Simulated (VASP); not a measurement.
A run of VASP 6.6.1 is set up as follows.

INCAR

```
SYSTEM = BeS
ALGO     = Normal         ! electronic algorithm
EDIFF    = 1E-7           ! SCF threshold, eV
ENCUT    = 520            ! plane-wave cutoff, eV
GGA      = PE             ! functional
ISIF     = 2              ! what is computed and relaxed
ISMEAR   = -1             ! smearing method
LASPH    = .TRUE.         ! aspherical terms in the spheres
LCHARG   = .FALSE.        ! write CHGCAR
LREAL    = .FALSE.        ! projectors in reciprocal space
LWAVE    = .FALSE.        ! write WAVECAR
NBANDS   = 11             ! bands
NELM     = 60             ! most SCF steps
PREC     = Accurate       ! precision mode
SIGMA    = 0.03           ! smearing width, eV
```

File KPOINTS:

```
k-points
0
G
  10 10 10
  0 0 0
```

Contents of POSCAR:

```
BeS
1.0
    0.0000000000      2.2511705843      2.2511705843
    2.2511705843      0.0000000000      2.2511705843
    2.2511705843      2.2511705843      0.0000000000
Be S
1 1
Direct
    0.0000000000      0.0000000000      0.0000000000
    0.2500000000      0.2500000000      0.2500000000
```

Potentials or basis: VASP PAW PBE potentials, release 64 (Be, S).

Run with:

```bash
$ cat potpaw_PBE.64/Be/POTCAR potpaw_PBE.64/S/POTCAR > POTCAR
$ mpirun -np 1 vasp_std > vasp.out
```

Task: Estimate the band gap on the k mesh.

Result: 2.49 eV, indirect (least direct gap 5.46 eV).

Task: Predict the pressure.

Result: 34.7 GPa.

A k mesh can miss the band edges. PBE gaps usually lie below the measured ones, often by a third to a half.
